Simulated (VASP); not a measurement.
# AlN (P6_3/mmc) in VASP: notebook, part 2 of 2

VASP 6.6.1. The steps go on from the part before.

**4. Single point, PBEsol**

This run uses another cell than the first one, of 9.52 Å³/atom, 1.022 times its volume.

Contents of INCAR:

```
PREC = Accurate
ENCUT = 520
EDIFF = 1E-6
ISMEAR = 0
SIGMA = 0.05
LREAL = False
LASPH = True
NELM = 60
ALGO = Normal
ISIF = 2
LWAVE = False
LCHARG = True
GGA = PS
LELF = True
LVHAR = True
NBANDS = 16
```

Contents of KPOINTS:

```
Automatic mesh
0
Gamma
  9 9 6
```

Contents of POSCAR:

```
AlN
1.0
    3.2421000000      0.0000000000      0.0000000000
   -1.6210500000      2.8077409616      0.0000000000
    0.0000000000      0.0000000000      4.1826000000
Al N
2 2
Direct
    0.3333333333      0.6666666667      0.7500000000
    0.6666666667      0.3333333333      0.2500000000
    0.3333333333      0.6666666667      0.2500000000
    0.6666666667      0.3333333333      0.7500000000
```

Potentials or basis: VASP PAW PBE potentials, release 64 (Al, N).

On the command line:

```console
$ cat potpaw_PBE.64/Al/POTCAR potpaw_PBE.64/N/POTCAR > POTCAR
$ mpirun -np 1 vasp_std > vasp.out
```

OUTCAR:

```text
PREC = Accurate
   ENCUT = 520
   EDIFF = 1E-6
   ISMEAR = 0
   LREAL = False
   LASPH = True
   NELM = 60
   ISIF = 2
   GGA = PS

 ion  position               nearest neighbor table
   1  0.333  0.667  0.750-   4 1.87   4 1.87   4 1.87   3 2.09   3 2.09   2 2.81   2 2.81   2 2.81
                             2 2.81   2 2.81   2 2.81
   2  0.667  0.333  0.250-   3 1.87   3 1.87   3 1.87   4 2.09   4 2.09   1 2.81   1 2.81   1 2.81
                             1 2.81   1 2.81   1 2.81
   3  0.333  0.667  0.250-   2 1.87   2 1.87   2 1.87   1 2.09   1 2.09
   4  0.667  0.333  0.750-   1 1.87   1 1.87   1 1.87   2 2.09   2 2.09

  LATTYP: Found a hexagonal cell.
 ALAT       =     3.2421000000
 C/A-ratio  =     1.2900897566

  Lattice vectors:

 A1 = (   3.2421000000,   0.0000000000,   0.0000000000)
 A2 = (  -1.6210500000,   2.8077409616,   0.0000000000)
 A3 = (   0.0000000000,   0.0000000000,   4.1826000000)

Analysis of symmetry for initial positions (statically):
=====================================================================
 Subroutine PRICEL returns:
 Original cell was already a primitive cell.

 Routine SETGRP: Setting up the symmetry group for a
 hexagonal supercell.

 Subroutine GETGRP returns: Found 24 space group operations
 (whereof 12 operations were pure point group operations)
 out of a pool of 24 trial point group operations.

The static configuration has the point symmetry D_3d.
 The point group associated with its full space group is D_6h.

Analysis of symmetry for dynamics (positions and initial velocities):
=====================================================================
 Subroutine PRICEL returns:
 Original cell was already a primitive cell.

 Routine SETGRP: Setting up the symmetry group for a
 hexagonal supercell.

 Subroutine GETGRP returns: Found 24 space group operations
 (whereof 12 operations were pure point group operations)
 out of a pool of 24 trial point group operations.

The dynamic configuration has the point symmetry D_3d.
 The point group associated with its full space group is D_6h.

 Subroutine INISYM returns: Found 24 space group operations
 (whereof 12 operations are pure point group operations),
 and found     1 'primitive' translations

----------------------------------------------------------------------------------------

                                     Primitive cell

  volume of cell :      38.0741

  direct lattice vectors                    reciprocal lattice vectors
     3.242100000  0.000000000  0.000000000     0.308442059  0.178079106  0.000000000
    -1.621050000  2.807740962  0.000000000     0.000000000  0.356158212  0.000000000
     0.000000000  0.000000000  4.182600000     0.000000000  0.000000000  0.239085736

  length of vectors
     3.242100000  3.242100000  4.182600000     0.356158212  0.356158212  0.239085736

  position of ions in fractional coordinates (direct lattice)
     0.333333333  0.666666667  0.750000000
     0.666666667  0.333333333  0.250000000
     0.333333333  0.666666667  0.250000000
     0.666666667  0.333333333  0.750000000

  ion indices of the primitive-cell ions
   primitive index   ion index
                 1           1
                 2           2
[... 30 lines left out ...]
            Coordinates               Weight
  0.000000  0.000000  0.000000      1.000000
  0.111111  0.000000  0.000000      6.000000
  0.222222  0.000000  0.000000      6.000000
  0.333333  0.000000  0.000000      6.000000
  0.444444  0.000000  0.000000      6.000000
  0.111111  0.111111  0.000000      6.000000
[... 16 lines left out ...]
  0.333333  0.222222  0.166667     24.000000
  0.333333  0.333333  0.166667      4.000000
 [... further k-points ...]
   k-points           NKPTS =     48   k-points in BZ     NKDIM =     48   number of bands    NBANDS=     16
   number of dos      NEDOS =    301   number of ions     NIONS =      4
   total plane-waves  NPLWV =  18432
   dimension x,y,z NGX =    24 NGY =   24 NGZ =   32
   dimension x,y,z NGXF=    48 NGYF=   48 NGZF=   64
   ions per type =               2   2
   NGX,Y,Z   is equivalent  to a cutoff of  12.31, 12.31, 12.72 a.u.
   NGXF,Y,Z  is equivalent  to a cutoff of  24.61, 24.61, 25.44 a.u.
 SYSTEM =  unknown system
   PREC   = accura    normal or accurate (medium, high low for compatibility)
   ISTART =      0    job   : 0-new  1-cont  2-samecut
   ICHARG =      2    charge: 1-file 2-atom 10-const
   ISPIN  =      1    spin polarized calculation?
   LNONCOLLINEAR =      F non collinear calculations
   LSORBIT =      F    spin-orbit coupling
   LASPH  =      T    aspherical Exc in radial PAW
   ENCUT  =  520.0 eV  38.22 Ry    6.18 a.u.   6.03  6.03  7.78*2*pi/ulx,y,z
   NELM   =     60;   NELMIN=  2; NELMDL= -5     # of ELM steps
   EDIFF  = 0.1E-05   stopping-criterion for ELM
   LREAL  =      F    real-space projection
   EDIFFG = 0.1E-04   stopping-criterion for IOM
   NSW    =      0    number of steps for IOM
   IBRION =     -1    ionic relax: 0-MD 1-quasi-New 2-CG
   NFREE  =      0    steps in history (QN), initial steepest desc. (CG)
   ISIF   =      2    stress and relaxation
   ISYM   =      2    0-nonsym 1-usesym 2-fastsym
   POTIM  = 0.5000    time-step for ionic-motion
   TEBEG  =    0.0;   TEEND  =   0.0 temperature during run
   PSTRESS=    0.0 pullay stress
   NELECT =      16.0000    total number of electrons
   NUPDOWN=      -1.0000    fix difference up-down
   EMIN   =  10.00;   EMAX   =-10.00  energy-range for DOS
   EFERMI =   0.00;   METHOD = LEGACY
   ISMEAR =     0;   SIGMA  =   0.05  broadening in eV -4-tet -1-fermi 0-gaus
   EFERMI_NEDOS =   21; number of points for ismear=-14 and -15
   IALGO  =     38    algorithm
   IMIX   =      4    mixing-type and parameters
     AMIX     =   0.40;   BMIX     =  1.00
     AMIX_MAG =   1.60;   BMIX_MAG =  1.00
  volume/ion in A,a.u.               =       9.52        64.23
  Fermi-wavevector in a.u.,A,eV,Ry     =   1.226229  2.317237 20.458229  1.503637
  Thomas-Fermi vector in A             =   2.361238
   LORBIT       =      0    0 simple, 1 ext, 2 COOP (PROOUT), +10 PAW based schemes
   GGA     = PS    functional components
   LHFCALC =     F    Hartree Fock is set to
   AEXX    =    0.0000 exact exchange contribution
   IVDW    =     0    specifies the selected vdW correction
   LEPSILON=     F    determine dielectric tensor
   LRPA    =     F    only Hartree local field effects (RPA)
 non-spin polarized calculation
 Gauss-broadening in eV      SIGMA  =   0.05
  energy-cutoff  :      520.00
  volume of cell :       38.07
 maximum number of plane-waves:      1041
   NGX = 13   NGY = 13   NGZ = 15

 number of electron      16.0000002 magnetization

 Free energy of the ion-electron system (eV)
  ---------------------------------------------------
  ext. energy  EPLUGINS =         0.00000000
  ---------------------------------------------------
  free energy    TOTEN  =       -30.90739491 eV

  energy without entropy =      -30.90739491  energy(sigma->0) =      -30.90739491

 E-fermi :   8.7018     XC(G=0): -11.5514

 val. band max:        8.4415833295   @ k =   0.0000   0.0000   0.0000
 cond. band min:      11.9111170233   @ k =   0.0000   0.0000   0.0000
 fundamental gap:      3.4695336938
 Fermi energy:         8.7017504185

 k-point     1 :       0.0000    0.0000    0.0000
  band No.  band energies     occupation
      1      -8.7403      2.00000
      2      -4.9604      2.00000
      3       1.1296      2.00000
      4       5.0217      2.00000
      5       5.0217      2.00000
      6       6.6282      2.00000
[... 433 lines left out ...]
      3       1.5328      2.00000
      4       2.6324      2.00000
      5       2.6324      2.00000
      6       5.0632      2.00000
[... 8 lines left out ...]
     15      19.8182      0.00000
     16      21.7523      0.00000

 [... further k-points ...]

------------------------ aborting loop because EDIFF is reached ----------------------------------------

  FORCE on cell =-STRESS in cart. coord.  units (eV):
  Direction    XX          YY          ZZ          XY          YZ          ZX
  --------------------------------------------------------------------------------------
  -------------------------------------------------------------------------------------
  Total        2.2704441      2.2704441      0.4360028      0.0000000      0.0000000      0.0000000
  in kB       95.5414020     95.5414020     18.3472136      0.0000000      0.0000000      0.0000000
  external PRESSURE =      69.8100059 kB  Pullay stress =       0.0000000 kB

 VOLUME and BASIS-vectors are now :
 -----------------------------------------------------------------------------
  energy-cutoff  :      520.00
  volume of cell :       38.07
      direct lattice vectors                 reciprocal lattice vectors
     3.242100000  0.000000000  0.000000000     0.308442059  0.178079106  0.000000000
    -1.621050000  2.807740962  0.000000000     0.000000000  0.356158212  0.000000000
     0.000000000  0.000000000  4.182600000     0.000000000  0.000000000  0.239085736

 POSITION                                       TOTAL-FORCE (eV/Angst)
 -----------------------------------------------------------------------------------
     -0.00000      1.87183      3.13695        -0.000000      0.000000      0.000000
      1.62105      0.93591      1.04565         0.000000     -0.000000      0.000000
     -0.00000      1.87183      1.04565        -0.000000      0.000000      0.000000
      1.62105      0.93591      3.13695         0.000000     -0.000000      0.000000
 -----------------------------------------------------------------------------------
    total drift:                                0.000000     -0.000000      0.000000

  FREE ENERGIE OF THE ION-ELECTRON SYSTEM (eV)
  ---------------------------------------------------
  free  energy   TOTEN  =       -30.9073949139 eV

  energy  without entropy=      -30.9073949139  energy(sigma->0) =      -30.90739491
```

Run time: 15 s. Hardware: 1 thread of Intel Xeon 6975P-C, shared host; peak memory 0.16 GiB.

What came out:

| Property | Result |
| --- | --- |
| Free energy | -30.9074 eV |
| Pressure | 7.0 GPa |
| Band gap on the k mesh | 3.47 eV, direct |

Caveat: the PAW data sets were made with another functional, which shifts forces and pressure a little. A k mesh can miss the band edges.

**5. Single point, PBEsol**

This run uses another cell than the first one, of 9.59 Å³/atom, 1.031 times its volume.

Contents of INCAR:

```
PREC = Accurate ; ENCUT = 520
EDIFF = 1E-6 ; ISMEAR = 0
SIGMA = 0.05 ; LREAL = False
LASPH = True ; NELM = 100
ALGO = Normal ; ISIF = 2
LWAVE = False ; LCHARG = True
GGA = PS ; LELF = True
LVHAR = True ; NBANDS = 16
```

Contents of KPOINTS:

```
regular mesh
0
Gamma
  9 9 6
```

Contents of POSCAR:

```
AlN
1.0
    3.3214000000      0.0000000000      0.0000000000
   -1.6607000000      2.8764167761      0.0000000000
    0.0000000000      0.0000000000      4.0170000000
Al N
2 2
Direct
    0.3333333333      0.6666666667      0.7500000000
    0.6666666667      0.3333333333      0.2500000000
    0.3333333333      0.6666666667      0.2500000000
    0.6666666667      0.3333333333      0.7500000000
```

On the command line:

```console
$ cat potpaw_PBE.64/Al/POTCAR potpaw_PBE.64/N/POTCAR > POTCAR
$ mpirun -np 1 vasp_std > vasp.out
```

It took 26 s on 1 thread of Intel Xeon 6975P-C, shared host; peak memory 0.16 GiB.

The run converged. Its results:

| Item | Value |
| --- | --- |
| Free energy | -30.9155 eV |
| Pressure | 3.7 GPa |
| Band gap on the k mesh | 3.56 eV, direct |

Stress tensor (GPa, compression positive):
```
1.00 0.00 0.00
0.00 1.00 0.00
0.00 0.00 9.12
```

Levels at points of the mesh, in eV from the valence-band top:
| k point | band 4 | band 5 | band 6 | band 7 | band 8 | band 9 | band 10 | band 11 | band 12 | band 13 |
| --- | --- | --- | --- | --- | --- | --- | --- | --- | --- | --- |
| (0.00, 0.00, 0.00) | -3.35 | -3.35 | -1.41 | -1.41 | 0.00 | 3.56 | 4.66 | 8.28 | 8.28 | 11.68 |
| (0.00, 0.00, 0.50) | -3.65 | -2.43 | -2.43 | -2.43 | -2.43 | 5.92 | 5.92 | 8.36 | 8.36 | 8.36 |

Caveat: the PAW data sets were made with another functional, which shifts forces and pressure a little.

**6. Summary**

```csv
cell,gap on the mesh (eV),pressure (GPa)
"a = 3.222, b = 3.222, c = 4.141 Å, angles 90.0, 90.0, 120.0°, 4 atoms",3.64,12.4
"a = 3.262, b = 3.262, c = 4.058 Å, angles 90.0, 90.0, 120.0°, 4 atoms",3.68,10.2
"a = 3.242, b = 3.242, c = 4.183 Å, angles 90.0, 90.0, 120.0°, 4 atoms",3.47,7.0
"a = 3.321, b = 3.321, c = 4.017 Å, angles 90.0, 90.0, 120.0°, 4 atoms",3.56,3.7
```

Alike in all rows: task single point; level PBEsol; potentials or basis VASP PAW PBE potentials, release 64 (Al, N); no spin polarisation; k mesh 9 × 9 × 6; cutoff (eV) 520; smearing gaussian 0.05 eV.

Caveats: the PAW data sets were made with another functional, which shifts forces and pressure a little.

Total energies depend on the potentials used, so only differences within one code and one set of settings carry meaning.
